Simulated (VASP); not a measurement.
Crystal: AlGa2.

```
Al Ga
1.0
     4.68144    0.00000    0.00000
    -2.34072    4.05425    0.00000
     0.00000    0.00000    2.86916
Al Ga
1 2
Cartesian
  0.0000 0.0000 1.4346
  0.0000 2.7028 0.0000
  2.3407 1.3514 0.0000
```

The cell was generated, and may not be a known phase.

```yaml
Program: VASP 6.6.1
Task: relaxation of cell and atoms
Functional: PBE
Potentials_or_basis: VASP PAW PBE potentials, release 64 (Al, Ga_d)
Cutoff: 600 eV
k_mesh: 12 × 12 × 16
Occupations: gaussian, width 0.1 eV
Spin: no spin polarisation
```

At the start: pressure 0.1 GPa; volume 18.15 Å³/atom.

Question: How do energy, volume and symmetry change on relaxing?

Answer: Over 9 steps the energy falls by 3.5 meV/atom and the volume is 18.21 Å³/atom (+0.3 %); space group P6/mmm (No. 191, to 0.1 Å) before and after.

Step by step:
| step | energy change (eV) | largest force (eV/Å) | pressure (GPa) | volume (Å³) |
| --- | --- | --- | --- | --- |
| 1 | 0.0000 | 0.0000 | 0.14 | 54.46 |
| 2 | -0.0025 | 0.0000 | 0.00 | 54.58 |
| 3 | -0.0056 | 0.0000 | -0.17 | 54.80 |
| 4 | -0.0095 | 0.0000 | -0.43 | 55.21 |
| 5 | -0.0102 | 0.0000 | 0.33 | 54.50 |
| 6 | -0.0105 | 0.0000 | -0.07 | 54.74 |
| 7 | -0.0105 | 0.0000 | -0.14 | 54.76 |
| 8 | -0.0105 | 0.0000 | -0.06 | 54.75 |
| 9 | -0.0106 | 0.0000 | -0.03 | 54.64 |

Final structure:
```
Al Ga
1.0
     4.76967    0.00000    0.00000
    -2.38484    4.13066    0.00000
     0.00000    0.00000    2.77341
Al Ga
1 2
Direct
  0.00000 0.00000 0.50000
  0.33333 0.66667 0.00000
  0.66667 0.33333 0.00000
```

Caveat: the highest band is partly filled, so the run has too few bands.
